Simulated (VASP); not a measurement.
KNaF2:

```
Na K F
1.0
     1.78318    1.02952    5.90503
    -1.78318    1.02952    5.90503
     0.00000   -2.05904    5.90503
Na K F
1 1 2
Cartesian
  1.7832 1.0295 5.9050
  0.0000 0.0000 8.8575
  0.0000 0.0000 4.6061
  0.0000 0.0000 13.1090
```

| Quantity | Value |
| --- | --- |
| Program | VASP 6.6.1 |
| Task | relaxation of cell and atoms |
| Functional | r2SCAN |
| Potentials or basis | VASP PAW PBE potentials, release 64 (Na_pv, K_sv, F) |
| Cutoff | 600 eV |
| k mesh | 8 × 8 × 8 |
| Occupations | fermi-dirac, width 0.02 eV |
| Spin | no spin polarisation |

At the start: pressure -2.5 GPa; volume 16.26 Å³/atom.

Q: How do energy, volume and symmetry change on relaxing?

A: Over 10 steps the energy falls by 10.7 meV/atom and the volume is 15.11 Å³/atom (-7.1 %); space group R-3m (No. 166, to 0.1 Å) before and after.

Step by step:
```csv
step,energy change (eV),largest force (eV/Å),pressure (GPa),volume (Å³)
1,0.0000,0.0586,-2.54,65.04
2,-0.0302,0.0929,-1.28,62.65
3,-0.0386,0.1189,-0.35,61.18
4,-0.0395,0.1302,0.09,60.55
5,-0.0395,0.1286,0.04,60.64
6,-0.0414,0.0824,0.02,60.57
7,-0.0424,0.0436,0.01,60.51
8,-0.0428,0.0337,-0.01,60.39
9,-0.0429,0.0037,0.00,60.44
10,-0.0429,0.0049,-0.01,60.43
```

Final structure:
```
CELL_PARAMETERS angstrom
1.73429 1.00129 5.80029
-1.73429 1.00129 5.80029
0.00000 -2.00259 5.80029
ATOMIC_POSITIONS crystal
Na 0.00000 0.00000 0.00000
K 0.50000 0.50000 0.50000
F 0.26158 0.26158 0.26158
F 0.73842 0.73842 0.73842
```

Caveat: the PAW data sets were made with another functional, which shifts forces and pressure a little.
